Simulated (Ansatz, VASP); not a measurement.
One calculation of Be2Cd2S, two programs

INCAR

```
SYSTEM = Be2Cd2S
PREC = Accurate ; ENCUT = 600
EDIFF = 1E-6 ; ISMEAR = 0
SIGMA = 0.1 ; LREAL = .False.
LASPH = .True. ; NELM = 60
ALGO = Normal ; ISIF = 3
LWAVE = .False. ; LCHARG = .False.
GGA = PE ; IBRION = 2
NSW = 100 ; EDIFFG = -0.01
```

The input KPOINTS:

```
Automatic mesh
0
Gamma
  12 12 6
  0 0 0
```

Contents of POSCAR:

```
Be2Cd2S
1.0
    3.3799235554      0.0000000000      0.0000000000
    0.0000000000      3.3799235554      0.0000000000
    0.0000000000      0.0000000000      7.8606837815
Be Cd S
2 2 1
Direct
    0.5000000000      0.0000000000      0.7450076657
    0.0000000000      0.5000000000      0.7450076657
    0.5000000000      0.5000000000      0.9911616392
    0.0000000000      0.0000000000      0.2159946569
    0.0000000000      0.0000000000      0.5835753754
```

Input for Ansatz:

```yaml
crystal:
  lattice:
    - [3.3799235554, 0.0, 0.0]
    - [0.0, 3.3799235554, 0.0]
    - [0.0, 0.0, 7.8606837815]
  atoms:
    - { symbol: Be, position: [0.5, 0.0, 0.7450076657] }
    - { symbol: Be, position: [0.0, 0.5, 0.7450076657] }
    - { symbol: Cd, position: [0.5, 0.5, 0.9911616392] }
    - { symbol: Cd, position: [0.0, 0.0, 0.2159946569] }
    - { symbol: S, position: [0.0, 0.0, 0.5835753754] }
basis:
  ecutwfc: 420
kpoints:
  mp_grid: { grid: [12, 12, 6] }
hamiltonian:
  xc: pbe
scf:
  occupations: { method: gaussian, width: 0.1 }
output:
  forces: true
  stress: true
  eigenvalues: true
relax:
  adjacent_minimum: "off"
  f_tol: 0.01
  max_steps: 80
  cell: { stress_tol: 0.05 }
```

Change from the starting cell: the structure that the rattled cell fell into.

Alike in both runs: task relaxation of cell and atoms; functional PBE; k mesh 12 × 12 × 6; occupations gaussian, width 0.1 eV; no spin polarisation.

```csv
,VASP,Ansatz
version,VASP 6.6.1,Ansatz 0.2.0
potentials or method,"VASP PAW PBE potentials, release 64 (Be, Cd, S), cutoff 600 eV","scalar-relativistic, plane waves, PAW"
valence electrons in the cell,34,50
```

|  | VASP | Ansatz | Ansatz less VASP |
| --- | --- | --- | --- |
| gap on the k mesh at the Fermi level, each at its own relaxed structure (eV) | none | none | - |
| relaxed volume (Å³/atom) | 17.90 | 17.86 | -0.039 |
| relaxed length of the cell vector where the two differ most in proportion (Å) | 7.839 | 7.819 | -0.0198 |

A gap of «none» marks a metal or a gap that the smearing closes. VASP's potentials hold 34 valence electrons a cell and Ansatz's 50, so a difference there can come from the potentials and not from the codes.
